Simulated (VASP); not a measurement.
# HfB2 (P6/mmm) in VASP: a series of runs, part 2 of 2

VASP 6.6.1. Earlier steps stand in the parts before.

### 4 Single point, revPBE

This run uses another cell than the first one, of 10.09 Å³/atom, 1.018 times its volume.

INCAR reads:

```
PREC = Accurate
ENCUT = 520
EDIFF = 1E-6
ISMEAR = -1
SIGMA = 0.05
LREAL = False
LASPH = True
NELM = 100
ALGO = Normal
ISIF = 2
LWAVE = False
LCHARG = False
GGA = RE
NBANDS = 15
```

KPOINTS reads:

```
regular mesh
0
Gamma
  10 10 8
```

POSCAR reads:

```
HfB2
1.0
    3.1566867061      0.0000000000      0.0000000000
   -1.5783433531      2.7337708793      0.0000000000
    0.0000000000      0.0000000000      3.5066343770
Hf B
1 2
Direct
    0.0000000000      0.0000000000      0.0000000000
    0.6666666667      0.3333333333      0.5000000000
    0.3333333333      0.6666666667      0.5000000000
```

Potentials or basis: VASP PAW PBE potentials, release 64 (Hf_pv, B).

Launch:

```sh
$ cat potpaw_PBE.64/Hf_pv/POTCAR potpaw_PBE.64/B/POTCAR > POTCAR
$ mpirun -np 1 vasp_std > vasp.out
```

OUTCAR:

```text
PREC = Accurate
   ENCUT = 520
   EDIFF = 1E-6
   ISMEAR = -1
   LREAL = False
   LASPH = True
   NELM = 100
   ISIF = 2
   GGA = RE

 ion  position               nearest neighbor table
   1  0.000  0.000  0.000-   2 2.53   3 2.53   2 2.53   3 2.53   2 2.53   2 2.53   3 2.53   3 2.53
                             2 2.53   2 2.53   3 2.53   3 2.53
   2  0.667  0.333  0.500-   3 1.82   3 1.82   3 1.82   1 2.53   1 2.53   1 2.53   1 2.53   1 2.53
                             1 2.53
   3  0.333  0.667  0.500-   2 1.82   2 1.82   2 1.82   1 2.53   1 2.53   1 2.53   1 2.53   1 2.53
                             1 2.53

  LATTYP: Found a hexagonal cell.
 ALAT       =     3.1566867061
 C/A-ratio  =     1.1108591709

  Lattice vectors:

 A1 = (   3.1566867061,   0.0000000000,   0.0000000000)
 A2 = (  -1.5783433531,   2.7337708793,   0.0000000000)
 A3 = (   0.0000000000,   0.0000000000,   3.5066343770)

Analysis of symmetry for initial positions (statically):
=====================================================================
 Subroutine PRICEL returns:
 Original cell was already a primitive cell.

 Routine SETGRP: Setting up the symmetry group for a
 hexagonal supercell.

 Subroutine GETGRP returns: Found 24 space group operations
 (whereof 24 operations were pure point group operations)
 out of a pool of 24 trial point group operations.

The static configuration has the point symmetry D_6h.

Analysis of symmetry for dynamics (positions and initial velocities):
=====================================================================
 Subroutine PRICEL returns:
 Original cell was already a primitive cell.

 Routine SETGRP: Setting up the symmetry group for a
 hexagonal supercell.

 Subroutine GETGRP returns: Found 24 space group operations
 (whereof 24 operations were pure point group operations)
 out of a pool of 24 trial point group operations.

The dynamic configuration has the point symmetry D_6h.

 Subroutine INISYM returns: Found 24 space group operations
 (whereof 24 operations are pure point group operations),
 and found     1 'primitive' translations

----------------------------------------------------------------------------------------

                                     Primitive cell

  volume of cell :      30.2611

  direct lattice vectors                    reciprocal lattice vectors
     3.156686706  0.000000000  0.000000000     0.316787852  0.182897551  0.000000000
    -1.578343353  2.733770879  0.000000000     0.000000000  0.365795103  0.000000000
     0.000000000  0.000000000  3.506634377     0.000000000  0.000000000  0.285173729

  length of vectors
     3.156686706  3.156686706  3.506634377     0.365795103  0.365795103  0.285173729

  position of ions in fractional coordinates (direct lattice)
     0.000000000  0.000000000  0.000000000
     0.666666667  0.333333333  0.500000000
     0.333333333  0.666666667  0.500000000

  ion indices of the primitive-cell ions
   primitive index   ion index
                 1           1
                 2           2
                 3           3

----------------------------------------------------------------------------------------

 KPOINTS: regular mesh

[... 27 lines left out ...]
  0.300000 -0.000000  0.000000      6.000000
  0.400000 -0.000000  0.000000      6.000000
  0.500000  0.000000  0.000000      3.000000
[... 16 lines left out ...]
  0.300000  0.100000  0.125000     24.000000
  0.400000  0.100000  0.125000     24.000000
 [... further k-points ...]
   k-points           NKPTS =     70   k-points in BZ     NKDIM =     70   number of bands    NBANDS=     15
   number of dos      NEDOS =    301   number of ions     NIONS =      3
   total plane-waves  NPLWV =  16128
   dimension x,y,z NGX =    24 NGY =   24 NGZ =   28
   dimension x,y,z NGXF=    48 NGYF=   48 NGZF=   56
   ions per type =               1   2
   NGX,Y,Z   is equivalent  to a cutoff of  12.64, 12.64, 13.27 a.u.
   NGXF,Y,Z  is equivalent  to a cutoff of  25.28, 25.28, 26.55 a.u.
 SYSTEM =  unknown system
   PREC   = accura    normal or accurate (medium, high low for compatibility)
   ISTART =      0    job   : 0-new  1-cont  2-samecut
   ICHARG =      2    charge: 1-file 2-atom 10-const
   ISPIN  =      1    spin polarized calculation?
   LNONCOLLINEAR =      F non collinear calculations
   LSORBIT =      F    spin-orbit coupling
   LASPH  =      T    aspherical Exc in radial PAW
   ENCUT  =  520.0 eV  38.22 Ry    6.18 a.u.   5.87  5.87  6.52*2*pi/ulx,y,z
   NELM   =    100;   NELMIN=  2; NELMDL= -5     # of ELM steps
   EDIFF  = 0.1E-05   stopping-criterion for ELM
   LREAL  =      F    real-space projection
   EDIFFG = 0.1E-04   stopping-criterion for IOM
   NSW    =      0    number of steps for IOM
   IBRION =     -1    ionic relax: 0-MD 1-quasi-New 2-CG
   NFREE  =      0    steps in history (QN), initial steepest desc. (CG)
   ISIF   =      2    stress and relaxation
   ISYM   =      2    0-nonsym 1-usesym 2-fastsym
   POTIM  = 0.5000    time-step for ionic-motion
   TEBEG  =    0.0;   TEEND  =   0.0 temperature during run
   PSTRESS=    0.0 pullay stress
   NELECT =      16.0000    total number of electrons
   NUPDOWN=      -1.0000    fix difference up-down
   EMIN   =  10.00;   EMAX   =-10.00  energy-range for DOS
   EFERMI =   0.00;   METHOD = LEGACY
   ISMEAR =    -1;   SIGMA  =   0.05  broadening in eV -4-tet -1-fermi 0-gaus
   EFERMI_NEDOS =   21; number of points for ismear=-14 and -15
   IALGO  =     38    algorithm
   IMIX   =      4    mixing-type and parameters
     AMIX     =   0.40;   BMIX     =  1.00
     AMIX_MAG =   1.60;   BMIX_MAG =  1.00
  volume/ion in A,a.u.               =      10.09        68.07
  Fermi-wavevector in a.u.,A,eV,Ry     =   1.323793  2.501606 23.843235  1.752428
  Thomas-Fermi vector in A             =   2.453375
   LORBIT       =      0    0 simple, 1 ext, 2 COOP (PROOUT), +10 PAW based schemes
   GGA     = RE    functional components
   LHFCALC =     F    Hartree Fock is set to
   AEXX    =    0.0000 exact exchange contribution
   IVDW    =     0    specifies the selected vdW correction
   LEPSILON=     F    determine dielectric tensor
   LRPA    =     F    only Hartree local field effects (RPA)
 non-spin polarized calculation
  energy-cutoff  :      520.00
  volume of cell :       30.26
 maximum number of plane-waves:       832
 NGX is ok and might be reduce to    24
   NGX = 11   NGY = 11   NGZ = 13

 number of electron      15.9999998 magnetization

 Free energy of the ion-electron system (eV)
  ---------------------------------------------------
  ext. energy  EPLUGINS =         0.00000000
  ---------------------------------------------------
  free energy    TOTEN  =       -25.52935473 eV

  energy without entropy =      -25.52676996  energy(sigma->0) =      -25.52806234

 E-fermi :   7.5125     XC(G=0): -12.4849

 val. band max:        7.4499974534   @ k =   0.2000   0.2000   0.1250
 cond. band min:       7.7315356730   @ k =   0.0000   0.0000   0.2500
 fundamental gap:      0.2815382196
 Fermi energy:         7.5124618379

 k-point     1 :       0.0000    0.0000    0.0000
  band No.  band energies     occupation
      1     -23.1096      2.00000
      2     -22.6405      2.00000
      3     -22.6405      2.00000
      4      -6.0851      2.00000
      5       4.6377      2.00000
      6       4.7685      2.00000
      7       4.7685      2.00000
      8       4.7900      2.00000
      9      11.5593      0.00000
     10      11.5593      0.00000
     11      12.1724      0.00000
     12      12.1724      0.00000
     13      12.4597      0.00000
     14      12.5388      0.00000
[... 401 lines left out ...]
      2     -23.0171      2.00000
      3     -22.8424      2.00000
      4      -2.3253      2.00000
      5      -0.9628      2.00000
      6       3.0004      2.00000
      7       3.8694      2.00000
      8       5.4265      2.00000
      9       8.7290      0.00000
     10      11.6453      0.00000
     11      11.7282      0.00000
     12      13.7790      0.00000
     13      14.9250      0.00000
     14      15.8477      0.00000
     15      18.2347      0.00000

 [... further k-points ...]
[... 5 lines left out ...]
  --------------------------------------------------------------------------------------
  -------------------------------------------------------------------------------------
  Total       -0.1019580     -0.1019580     -0.0636833      0.0000000      0.0000000     -0.0000000
  in kB       -5.3981865     -5.3981865     -3.3717267      0.0000000      0.0000000     -0.0000000
  external PRESSURE =      -4.7226999 kB  Pullay stress =       0.0000000 kB

 VOLUME and BASIS-vectors are now :
 -----------------------------------------------------------------------------
  energy-cutoff  :      520.00
  volume of cell :       30.26
      direct lattice vectors                 reciprocal lattice vectors
     3.156686706  0.000000000  0.000000000     0.316787852  0.182897551  0.000000000
    -1.578343353  2.733770879  0.000000000     0.000000000  0.365795103  0.000000000
     0.000000000  0.000000000  3.506634377     0.000000000  0.000000000  0.285173729

 POSITION                                       TOTAL-FORCE (eV/Angst)
 -----------------------------------------------------------------------------------
      0.00000      0.00000      0.00000        -0.000000      0.000000      0.000000
      1.57834      0.91126      1.75332        -0.000000      0.000000      0.000000
     -0.00000      1.82251      1.75332         0.000000     -0.000000      0.000000
 -----------------------------------------------------------------------------------
    total drift:                               -0.000000      0.000000      0.000000

  FREE ENERGIE OF THE ION-ELECTRON SYSTEM (eV)
  ---------------------------------------------------
  free  energy   TOTEN  =       -25.5293547276 eV

  energy  without entropy=      -25.5267699582  energy(sigma->0) =      -25.52806234
```

stdout:

```text
POSCAR found type information on POSCAR HfB
 POSCAR found :  2 types and       3 ions
 scaLAPACK will be used
 -----------------------------------------------------------------------------
|                                                                             |
|                                                                             |
|     You enforced a specific xc type in the INCAR file but a different       |
|     I HOPE YOU KNOW WHAT YOU ARE DOING!                                     |
|                                                                             |
 -----------------------------------------------------------------------------

 LDA part: xc-table for (Slater+PW92), standard interpolation
 POSCAR, INCAR and KPOINTS ok, starting setup
 FFT: planning ... GRIDC
 FFT: planning ... GRID_SOFT
 FFT: planning ... GRID
 WAVECAR not read
 entering main loop
```

Run time: 73 s. Hardware: 1 thread of AMD EPYC 7R13, shared host; peak memory 0.13 GiB.

Results:

```
Free energy            : -25.5294 eV
Pressure               : -0.5 GPa
Band gap on the k mesh : zero (band 8 reaches 8.21 eV, above the bottom of band 9 at 7.38 eV)
```

Levels at points of the mesh, in eV from the Fermi level:
```
           k point  band 6  band 7  band 8  band 9  band 10  band 11
(0.00, 0.00, 0.00)   -2.74   -2.74   -2.72    4.05     4.05     4.66
(0.50, 0.00, 0.00)   -3.98   -3.31   -2.72    2.15     2.77     5.53
(0.00, 0.00, 0.50)   -1.08   -1.08    0.44    0.44     1.09     1.09
(0.50, 0.00, 0.50)   -4.79   -4.55   -2.63    3.97     4.14     6.23
```

Caveat: the PAW data sets were made with another functional, which shifts forces and pressure a little; spin-orbit coupling is left out, which moves the levels of the heavy elements.

### 5 Relaxation of cell and atoms, revPBE

INCAR reads:

```
PREC     = Accurate       # precision mode
ENCUT    = 600            # plane-wave cutoff, eV
EDIFF    = 1E-6           # SCF threshold, eV
ISMEAR   = -1             # smearing method
SIGMA    = 0.05           # smearing width, eV
LREAL    = F              # projectors in reciprocal space
LASPH    = T              # aspherical terms in the spheres
NELM     = 100            # most SCF steps
ALGO     = Normal         # electronic algorithm
ISIF     = 3              # what is computed and relaxed
LWAVE    = F              # write WAVECAR
LCHARG   = F              # write CHGCAR
GGA      = RE             # functional
IBRION   = 2              # ionic algorithm
NSW      = 60             # ionic steps
EDIFFG   = -0.01          # ionic threshold
```

KPOINTS reads:

```
Automatic mesh
0
Gamma
  10 10 8
```

POSCAR reads:

```
HfB2
1.0
    3.1400000000      0.0000000000      0.0000000000
   -1.5700000000      2.7193197679      0.0000000000
    0.0000000000      0.0000000000      3.4800000000
Hf B
1 2
Direct
    0.0000000000      0.0000000000      0.0000000000
    0.6666666667      0.3333333333      0.5000000000
    0.3333333333      0.6666666667      0.5000000000
```

Launch:

```sh
$ cat potpaw_PBE.64/Hf_pv/POTCAR potpaw_PBE.64/B/POTCAR > POTCAR
$ mpirun -np 1 vasp_std > vasp.out
```

It took 3.2 min on 1 thread of AMD EPYC 7R13, shared host; peak memory 0.16 GiB.

Results (log left out):

```
Free energy                            : -25.5315 eV
Relaxed volume                         : 10.07 Å³/atom
Relaxed cell                           : a = 3.155 Å, b = 3.155 Å, c = 3.506 Å, α = 90.00°, β = 90.00°, γ = 120.00°
Space group after relaxing (to 0.05 Å) : P6/mmm (No. 191)
Energy gained by relaxing              : 2.1 meV/atom
Ionic steps                            : 5
Pressure after relaxing                : -0.1 GPa
Band gap on the k mesh                 : zero (band 8 reaches 8.23 eV, above the bottom of band 9 at 7.39 eV)
```

The path:
```tsv
step	energy change (eV)	largest force (eV/Å)	pressure (GPa)	volume (Å³)
1	0.0000	0.0000	4.08	29.71
2	0.0032	0.0000	-4.76	30.81
3	-0.0061	0.0000	0.03	30.20
4	-0.0061	0.0000	-0.10	30.21
5	-0.0062	0.0000	-0.09	30.21
```

Final structure:
```xyz
3
Lattice="3.1546 0.0000 0.0000 -1.5773 2.7320 0.0000 0.0000 0.0000 3.5057" Properties=species:S:1:pos:R:3 pbc="T T T"
Hf    3.1546    0.0000    3.5057
B     1.5773    0.9107    1.7528
B     0.0000    1.8213    1.7528
```

Levels at points of the mesh, in eV from the Fermi level:
```tsv
k point	band 6	band 7	band 8	band 9	band 10	band 11
(0.00, 0.00, 0.00)	-2.74	-2.74	-2.73	4.06	4.06	4.67
(0.50, 0.00, 0.00)	-3.99	-3.31	-2.72	2.16	2.78	5.54
(0.00, 0.00, 0.50)	-1.08	-1.08	0.44	0.44	1.09	1.09
(0.50, 0.00, 0.50)	-4.80	-4.56	-2.62	3.98	4.14	6.24
```

Caveat: the PAW data sets were made with another functional, which shifts forces and pressure a little; spin-orbit coupling is left out, which moves the levels of the heavy elements.

### 6 Summary

```csv
task,level,cell,cutoff (eV),gap on the mesh (eV),pressure (GPa)
single point,revPBE,"a = 3.140, b = 3.140, c = 3.480 Å, angles 90.0, 90.0, 120.0°, 3 atoms",520,none,4.1
single point,BLYP,"a = 3.140, b = 3.140, c = 3.480 Å, angles 90.0, 90.0, 120.0°, 3 atoms",520,none,8.1
single point,revPBE,"a = 3.157, b = 3.157, c = 3.507 Å, angles 90.0, 90.0, 120.0°, 3 atoms",520,none,-0.5
relaxation of cell and atoms,revPBE,"relaxed from a = 3.140, b = 3.140, c = 3.480 Å, angles 90.0, 90.0, 120.0°, 3 atoms",600,none,-0.1
```

Alike in all rows: potentials or basis VASP PAW PBE potentials, release 64 (Hf_pv, B); no spin polarisation; k mesh 10 × 10 × 8; smearing fermi-dirac 0.05 eV.

Caveats: the PAW data sets were made with another functional, which shifts forces and pressure a little; spin-orbit coupling is left out, which moves the levels of the heavy elements.

Absolute energies hang on the potentials; compare differences alone.
